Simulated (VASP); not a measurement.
# GaN (F-43m) in VASP: further runs

The runs below take GaN through single point, with PBEsol.

Program: VASP 6.6.1. These are calculated values, not measurements. Logs are shortened: lines on timing, memory, paths and dates and some standing lists are left out, and cuts for length are marked.

## (1) The cell of the first run

It takes space group F-43m (No. 216, cubic). Conventional cell: a = 4.431 Å, b = 4.431 Å, c = 4.431 Å, α = 90.00°, β = 90.00°, γ = 90.00°. Ga (site symmetry -43m) has 4 N at 1.92 Å within 2.5 Å. N (site symmetry -43m) has 4 Ga at 1.92 Å within 2.5 Å.

## (2) Single point, PBEsol

INCAR

```
SYSTEM = GaN
PREC = Accurate ; ENCUT = 520
EDIFF = 1E-7 ; ISMEAR = 0
SIGMA = 0.01 ; LREAL = .FALSE.
LASPH = .TRUE. ; NELM = 60
ALGO = Normal ; ISIF = 2
LWAVE = .FALSE. ; LCHARG = .TRUE.
GGA = PS ; LELF = .TRUE.
LVHAR = .TRUE. ; NBANDS = 16
```

KPOINTS

```
Automatic mesh
0
G
  7 7 7
  0 0 0
```

POSCAR

```
GaN
1.0
    0.0000000000      2.2152983043      2.2152983043
    2.2152983043      0.0000000000      2.2152983043
    2.2152983043      2.2152983043      0.0000000000
Ga N
1 1
Direct
    0.0000000000      0.0000000000      0.0000000000
    0.7500000000      0.7500000000      0.7500000000
```

Potentials or basis: VASP PAW PBE potentials, release 64 (Ga_d, N).

Launch:

```
cat potpaw_PBE.64/Ga_d/POTCAR potpaw_PBE.64/N/POTCAR > POTCAR
mpirun -np 1 vasp_std > vasp.out
```

OUTCAR:

```text
SYSTEM = GaN
   PREC = Accurate
   ENCUT = 520
   EDIFF = 1E-7
   ISMEAR = 0
   LREAL = .FALSE.
   LASPH = .TRUE.
   NELM = 60
   ISIF = 2
   GGA = PS

 ion  position               nearest neighbor table
   1  0.000  0.000  0.000-   2 1.92   2 1.92   2 1.92   2 1.92
   2  0.750  0.750  0.750-   1 1.92   1 1.92   1 1.92   1 1.92

  LATTYP: Found a face centered cubic cell.
 ALAT       =     4.4305966086

  Lattice vectors:

 A1 = (   0.0000000000,   2.2152983043,   2.2152983043)
 A2 = (   2.2152983043,   0.0000000000,   2.2152983043)
 A3 = (   2.2152983043,   2.2152983043,   0.0000000000)

Analysis of symmetry for initial positions (statically):
=====================================================================
 Subroutine PRICEL returns:
 Original cell was already a primitive cell.

 Routine SETGRP: Setting up the symmetry group for a
 face centered cubic supercell.

 Subroutine GETGRP returns: Found 24 space group operations
 (whereof 24 operations were pure point group operations)
 out of a pool of 48 trial point group operations.

The static configuration has the point symmetry T_d .

Analysis of symmetry for dynamics (positions and initial velocities):
=====================================================================
 Subroutine PRICEL returns:
 Original cell was already a primitive cell.

 Routine SETGRP: Setting up the symmetry group for a
 face centered cubic supercell.

 Subroutine GETGRP returns: Found 24 space group operations
 (whereof 24 operations were pure point group operations)
 out of a pool of 48 trial point group operations.

The dynamic configuration has the point symmetry T_d .

 Subroutine INISYM returns: Found 24 space group operations
 (whereof 24 operations are pure point group operations),
 and found     1 'primitive' translations

----------------------------------------------------------------------------------------

                                     Primitive cell

  volume of cell :      21.7434

  direct lattice vectors                    reciprocal lattice vectors
     0.000000000  2.215298304  2.215298304    -0.225703238  0.225703238  0.225703238
     2.215298304  0.000000000  2.215298304     0.225703238 -0.225703238  0.225703238
     2.215298304  2.215298304  0.000000000     0.225703238  0.225703238 -0.225703238

  length of vectors
     3.132904907  3.132904907  3.132904907     0.390929475  0.390929475  0.390929475

  position of ions in fractional coordinates (direct lattice)
     0.000000000  0.000000000  0.000000000
     0.750000000  0.750000000  0.750000000

  ion indices of the primitive-cell ions
   primitive index   ion index
                 1           1
                 2           2

----------------------------------------------------------------------------------------

 KPOINTS: Automatic mesh

Automatic generation of k-mesh.
 Grid dimensions read from file:
 generate k-points for:    7    7    7

 Generating k-lattice:

  Cartesian coordinates                     Fractional coordinates (reciprocal lattice)
    -0.032243320  0.032243320  0.032243320     0.142857143  0.000000000  0.000000000
     0.032243320 -0.032243320  0.032243320     0.000000000  0.142857143  0.000000000
     0.032243320  0.032243320 -0.032243320     0.000000000  0.000000000  0.142857143

  Length of vectors
     0.055847068  0.055847068  0.055847068

  Shift w.r.t. Gamma in fractional coordinates (k-lattice)
     0.000000000  0.000000000  0.000000000

 Subroutine IBZKPT returns following result:
 ===========================================

 Found     20 irreducible k-points:

 Following reciprocal coordinates:
            Coordinates               Weight
  0.000000  0.000000  0.000000      1.000000
  0.142857  0.000000  0.000000      8.000000
  0.285714  0.000000  0.000000      8.000000
  0.428571  0.000000  0.000000      8.000000
  0.142857  0.142857  0.000000      6.000000
  0.285714  0.142857  0.000000     24.000000
[... 12 lines left out ...]
 -0.428571  0.428571  0.142857     24.000000
 -0.285714  0.428571  0.142857     24.000000
   k-points           NKPTS =     20   k-points in BZ     NKDIM =     20   number of bands    NBANDS=     16
   number of dos      NEDOS =    301   number of ions     NIONS =      2
   total plane-waves  NPLWV =  13824
   dimension x,y,z NGX =    24 NGY =   24 NGZ =   24
   dimension x,y,z NGXF=    48 NGYF=   48 NGZF=   48
   ions per type =               1   1
   NGX,Y,Z   is equivalent  to a cutoff of  12.74, 12.74, 12.74 a.u.
   NGXF,Y,Z  is equivalent  to a cutoff of  25.47, 25.47, 25.47 a.u.
 SYSTEM =  GaN
   PREC   = accura    normal or accurate (medium, high low for compatibility)
   ISTART =      0    job   : 0-new  1-cont  2-samecut
   ICHARG =      2    charge: 1-file 2-atom 10-const
   ISPIN  =      1    spin polarized calculation?
   LNONCOLLINEAR =      F non collinear calculations
   LSORBIT =      F    spin-orbit coupling
   LASPH  =      T    aspherical Exc in radial PAW
   ENCUT  =  520.0 eV  38.22 Ry    6.18 a.u.   5.83  5.83  5.83*2*pi/ulx,y,z
   NELM   =     60;   NELMIN=  2; NELMDL= -5     # of ELM steps
   EDIFF  = 0.1E-06   stopping-criterion for ELM
   LREAL  =      F    real-space projection
   EDIFFG = 0.1E-05   stopping-criterion for IOM
   NSW    =      0    number of steps for IOM
   IBRION =     -1    ionic relax: 0-MD 1-quasi-New 2-CG
   NFREE  =      0    steps in history (QN), initial steepest desc. (CG)
   ISIF   =      2    stress and relaxation
   ISYM   =      2    0-nonsym 1-usesym 2-fastsym
   POTIM  = 0.5000    time-step for ionic-motion
   TEBEG  =    0.0;   TEEND  =   0.0 temperature during run
   PSTRESS=    0.0 pullay stress
   NELECT =      18.0000    total number of electrons
   NUPDOWN=      -1.0000    fix difference up-down
   EMIN   =  10.00;   EMAX   =-10.00  energy-range for DOS
   EFERMI =   0.00;   METHOD = LEGACY
   ISMEAR =     0;   SIGMA  =   0.01  broadening in eV -4-tet -1-fermi 0-gaus
   EFERMI_NEDOS =   21; number of points for ismear=-14 and -15
   IALGO  =     38    algorithm
   IMIX   =      4    mixing-type and parameters
     AMIX     =   0.40;   BMIX     =  1.00
     AMIX_MAG =   1.60;   BMIX_MAG =  1.00
  volume/ion in A,a.u.               =      10.87        73.37
  Fermi-wavevector in a.u.,A,eV,Ry     =   1.537175  2.904840 32.149322  2.362909
  Thomas-Fermi vector in A             =   2.643721
   LORBIT       =      0    0 simple, 1 ext, 2 COOP (PROOUT), +10 PAW based schemes
   GGA     = PS    functional components
   LHFCALC =     F    Hartree Fock is set to
   AEXX    =    0.0000 exact exchange contribution
   IVDW    =     0    specifies the selected vdW correction
   LEPSILON=     F    determine dielectric tensor
   LRPA    =     F    only Hartree local field effects (RPA)
 non-spin polarized calculation
 Gauss-broadening in eV      SIGMA  =   0.01
  energy-cutoff  :      520.00
  volume of cell :       21.74
 maximum number of plane-waves:       598
   NGX = 11   NGY = 11   NGZ = 11

 number of electron      18.0000012 magnetization

 Free energy of the ion-electron system (eV)
  ---------------------------------------------------
  ext. energy  EPLUGINS =         0.00000000
  ---------------------------------------------------
  free energy    TOTEN  =       -13.09356426 eV

  energy without entropy =      -13.09356426  energy(sigma->0) =      -13.09356426

 E-fermi :   5.7724     XC(G=0): -12.1797

 val. band max:        5.7271829204   @ k =   0.0000   0.0000   0.0000
 cond. band min:       7.7374770626   @ k =   0.0000   0.0000   0.0000
 fundamental gap:      2.0102941422
 Fermi energy:         5.7723589895

 k-point     1 :       0.0000    0.0000    0.0000
  band No.  band energies     occupation
      1     -10.6625      2.00000
      2      -7.7365      2.00000
      3      -7.7365      2.00000
      4      -7.7365      2.00000
      5      -7.3553      2.00000
      6      -7.3553      2.00000
[... 8 lines left out ...]
     15      24.8074      0.00000
     16      24.8074      0.00000

 k-point     2 :       0.1429    0.0000    0.0000
  band No.  band energies     occupation
      1     -10.4175      2.00000
      2      -7.7058      2.00000
      3      -7.7058      2.00000
      4      -7.6589      2.00000
      5      -7.3575      2.00000
      6      -7.3575      2.00000
[... 8 lines left out ...]
     15      23.0164      0.00000
     16      23.0164      0.00000

 k-point     3 :       0.2857    0.0000    0.0000
  band No.  band energies     occupation
      1      -9.9011      2.00000
      2      -7.6539      2.00000
      3      -7.6539      2.00000
      4      -7.3435      2.00000
      5      -7.3435      2.00000
      6      -7.2393      2.00000
[... 8 lines left out ...]
     15      23.1123      0.00000
     16      23.1123      0.00000

 k-point     4 :       0.4286    0.0000    0.0000
  band No.  band energies     occupation
      1      -9.5864      2.00000
      2      -7.6345      2.00000
      3      -7.6345      2.00000
      4      -7.3077      2.00000
      5      -7.3077      2.00000
      6      -6.3351      2.00000
[... 8 lines left out ...]
     15      25.2475      0.00000
     16      25.2475      0.00000

 k-point     5 :       0.1429    0.1429    0.0000
  band No.  band energies     occupation
      1     -10.3375      2.00000
      2      -7.6763      2.00000
      3      -7.6763      2.00000
      4      -7.6751      2.00000
      5      -7.3750      2.00000
      6      -7.3383      2.00000
[... 8 lines left out ...]
     15      26.2878      0.00000
     16      26.2878      0.00000

 k-point     6 :       0.2857    0.1429    0.0000
  band No.  band energies     occupation
      1      -9.9177      2.00000
      2      -7.6460      2.00000
      3      -7.6145      2.00000
      4      -7.4866      2.00000
      5      -7.3198      2.00000
      6      -7.2574      2.00000
[... 8 lines left out ...]
     15      25.1256      0.00000
     16      25.5160      0.00000

 k-point     7 :       0.4286    0.1429    0.0000
  band No.  band energies     occupation
      1      -9.5685      2.00000
      2      -7.6283      2.00000
      3      -7.5851      2.00000
      4      -7.3989      2.00000
      5      -7.2972      2.00000
      6      -6.4734      2.00000
[... 8 lines left out ...]
     15      24.7684      0.00000
     16      26.4858      0.00000

 k-point     8 :      -0.4286    0.1429    0.0000
  band No.  band energies     occupation
      1      -9.4908      2.00000
      2      -7.6286      2.00000
      3      -7.5870      2.00000
      4      -7.3453      2.00000
      5      -7.3140      2.00000
      6      -5.9707      2.00000
[... 8 lines left out ...]
     15      25.1136      0.00000
     16      25.3708      0.00000

 k-point     9 :      -0.2857    0.1429    0.0000
  band No.  band energies     occupation
      1      -9.6619      2.00000
      2      -7.6307      2.00000
      3      -7.6098      2.00000
      4      -7.3657      2.00000
      5      -7.3575      2.00000
      6      -6.7687      2.00000
[... 8 lines left out ...]
     15      23.2251      0.00000
     16      25.8476      0.00000
[... 96 lines left out ...]
 k-point    15 :       0.4286    0.4286    0.0000
  band No.  band energies     occupation
      1      -9.3584      2.00000
      2      -7.6411      2.00000
      3      -7.3969      2.00000
      4      -7.3969      2.00000
      5      -7.2698      2.00000
      6      -5.9595      2.00000
[... 8 lines left out ...]
     15      28.5132      0.00000
     16      30.1356      0.00000

 k-point    16 :      -0.4286    0.4286    0.0000
  band No.  band energies     occupation
      1      -9.3292      2.00000
      2      -7.6292      2.00000
      3      -7.4131      2.00000
      4      -7.3957      2.00000
      5      -7.2825      2.00000
      6      -5.5641      2.00000
[... 8 lines left out ...]
     15      28.9399      0.00000
     16      29.1881      0.00000

 k-point    17 :       0.4286    0.2857    0.1429
  band No.  band energies     occupation
      1      -9.6029      2.00000
      2      -7.5960      2.00000
      3      -7.5757      2.00000
      4      -7.4540      2.00000
      5      -7.3174      2.00000
      6      -6.7329      2.00000
[... 8 lines left out ...]
     15      25.7917      0.00000
     16      28.2839      0.00000

 k-point    18 :      -0.4286    0.2857    0.1429
  band No.  band energies     occupation
      1      -9.4228      2.00000
      2      -7.6051      2.00000
      3      -7.5346      2.00000
      4      -7.4006      2.00000
      5      -7.3199      2.00000
      6      -5.8736      2.00000
[... 8 lines left out ...]
     15      25.1305      0.00000
     16      28.1086      0.00000

 k-point    19 :      -0.4286    0.4286    0.1429
  band No.  band energies     occupation
      1      -9.3536      2.00000
      2      -7.5968      2.00000
      3      -7.4955      2.00000
      4      -7.3862      2.00000
      5      -7.2988      2.00000
      6      -5.6871      2.00000
[... 8 lines left out ...]
     15      27.3628      0.00000
     16      29.3789      0.00000

 k-point    20 :      -0.2857    0.4286    0.1429
  band No.  band energies     occupation
      1      -9.3412      2.00000
      2      -7.5893      2.00000
      3      -7.5084      2.00000
      4      -7.3707      2.00000
      5      -7.3353      2.00000
      6      -5.4138      2.00000
[... 8 lines left out ...]
     15      25.3692      0.00000
     16      29.9349      0.00000

------------------------ aborting loop because EDIFF is reached ----------------------------------------

  FORCE on cell =-STRESS in cart. coord.  units (eV):
  Direction    XX          YY          ZZ          XY          YZ          ZX
  --------------------------------------------------------------------------------------
  -------------------------------------------------------------------------------------
  Total        1.2421099      1.2421099      1.2421099     -0.0000000      0.0000000      0.0000000
  in kB       91.5258904     91.5258904     91.5258904     -0.0000000      0.0000000      0.0000000
  external PRESSURE =      91.5258904 kB  Pullay stress =       0.0000000 kB

 VOLUME and BASIS-vectors are now :
 -----------------------------------------------------------------------------
  energy-cutoff  :      520.00
  volume of cell :       21.74
      direct lattice vectors                 reciprocal lattice vectors
     0.000000000  2.215298304  2.215298304    -0.225703238  0.225703238  0.225703238
     2.215298304  0.000000000  2.215298304     0.225703238 -0.225703238  0.225703238
     2.215298304  2.215298304  0.000000000     0.225703238  0.225703238 -0.225703238

 POSITION                                       TOTAL-FORCE (eV/Angst)
 -----------------------------------------------------------------------------------
      0.00000      0.00000      0.00000         0.000000      0.000000      0.000000
      3.32295      3.32295      3.32295        -0.000000     -0.000000     -0.000000
 -----------------------------------------------------------------------------------
    total drift:                               -0.000001     -0.000001     -0.000001

  FREE ENERGIE OF THE ION-ELECTRON SYSTEM (eV)
  ---------------------------------------------------
  free  energy   TOTEN  =       -13.0935642558 eV

  energy  without entropy=      -13.0935642558  energy(sigma->0) =      -13.09356426
```

Run time: 4.1 s. Hardware: 1 thread of Intel Xeon 6975P-C (Granite Rapids), shared host; peak memory 0.14 GiB.

Results:

```
Free energy            : -13.0936 eV
Pressure               : 9.2 GPa
Band gap on the k mesh : 2.01 eV, direct
```

Caveat: the PAW data sets were made with another functional, which shifts forces and pressure a little.

## (3) Single point, PBEsol

This run uses another cell than the first one, of 11.21 Å³/atom, 1.032 times its volume.

INCAR, as its differences from that of step 2:

```diff
@@ -2,3 +2,3 @@
 PREC = Accurate ; ENCUT = 520
-EDIFF = 1E-7 ; ISMEAR = 0
+EDIFF = 1E-6 ; ISMEAR = 0
 SIGMA = 0.01 ; LREAL = .FALSE.
```

KPOINTS

```
regular mesh
0
G
  7 7 7
  0 0 0
```

POSCAR

```
GaN
1.0
    0.0000000000      2.2383759891      2.2383759891
    2.2383759891      0.0000000000      2.2383759891
    2.2383759891      2.2383759891      0.0000000000
Ga N
1 1
Direct
    0.0000000000      0.0000000000      0.0000000000
    0.7500000000      0.7500000000      0.7500000000
```

Potentials or basis: VASP PAW PBE potentials, release 64 (Ga_d, N).

Launch:

```
cat potpaw_PBE.64/Ga_d/POTCAR potpaw_PBE.64/N/POTCAR > POTCAR
mpirun -np 1 vasp_std > vasp.out
```

It took 4.6 s on 1 thread of Intel Xeon 6975P-C (Granite Rapids), shared host; peak memory 0.14 GiB.

The run converged. Its results:

* Free energy: -13.1186 eV
* Pressure: 2.5 GPa
* Band gap on the k mesh: 1.81 eV, direct

Levels at points of the mesh, in eV from the valence-band top:
| k point | band 7 | band 8 | band 9 | band 10 | band 11 | band 12 |
| --- | --- | --- | --- | --- | --- | --- |
| (0.00, 0.00, 0.00) | 0.00 | 0.00 | 0.00 | 1.81 | 10.33 | 10.33 |

Caveat: the PAW data sets were made with another functional, which shifts forces and pressure a little.

## (4) Single point, PBEsol

This run uses another cell than the first one, of 11.56 Å³/atom, 1.063 times its volume.

INCAR

```
SYSTEM = GaN
PREC = Accurate
ENCUT = 520
EDIFF = 1E-6
ISMEAR = 0
SIGMA = 0.01
LREAL = .FALSE.
LASPH = .TRUE.
NELM = 100
ALGO = Normal
ISIF = 2
LWAVE = .FALSE.
LCHARG = .TRUE.
GGA = PS
LELF = .TRUE.
LVHAR = .TRUE.
NBANDS = 16
```

KPOINTS is that of step 3.

POSCAR

```
GaN
1.0
    0.0000000000      2.2609873780      2.2609873780
    2.2609873780      0.0000000000      2.2609873780
    2.2609873780      2.2609873780      0.0000000000
Ga N
1 1
Direct
    0.0000000000      0.0000000000      0.0000000000
    0.7500000000      0.7500000000      0.7500000000
```

Launch:

```
cat potpaw_PBE.64/Ga_d/POTCAR potpaw_PBE.64/N/POTCAR > POTCAR
mpirun -np 1 vasp_std > vasp.out
```

Run time: 4.5 s. Hardware: 1 thread of Intel Xeon 6975P-C (Granite Rapids), shared host; peak memory 0.13 GiB.

The run converged. Its results:

| Property | Result |
| --- | --- |
| Free energy | -13.1174 eV |
| Pressure | -3.1 GPa |
| Band gap on the k mesh | 1.62 eV, direct |

Levels at points of the mesh, in eV from the valence-band top:
| k point | band 7 | band 8 | band 9 | band 10 | band 11 | band 12 |
| --- | --- | --- | --- | --- | --- | --- |
| (0.00, 0.00, 0.00) | 0.00 | 0.00 | 0.00 | 1.62 | 10.14 | 10.14 |

Caveat: the PAW data sets were made with another functional, which shifts forces and pressure a little.

## (5) Overview

| cell | gap on the mesh (eV) | pressure (GPa) |
| --- | --- | --- |
| a = 3.133 Å, angles 60.0°, 2 atoms | 2.01 | 9.2 |
| a = 3.166 Å, angles 60.0°, 2 atoms | 1.81 | 2.5 |
| a = 3.198 Å, angles 60.0°, 2 atoms | 1.62 | -3.1 |

Alike in all rows: task single point; level PBEsol; potentials or basis VASP PAW PBE potentials, release 64 (Ga_d, N); no spin polarisation; k mesh 7 × 7 × 7; cutoff (eV) 520; smearing gaussian 0.01 eV.

Caveats: the PAW data sets were made with another functional, which shifts forces and pressure a little.

Absolute energies hang on the potentials; compare differences alone.
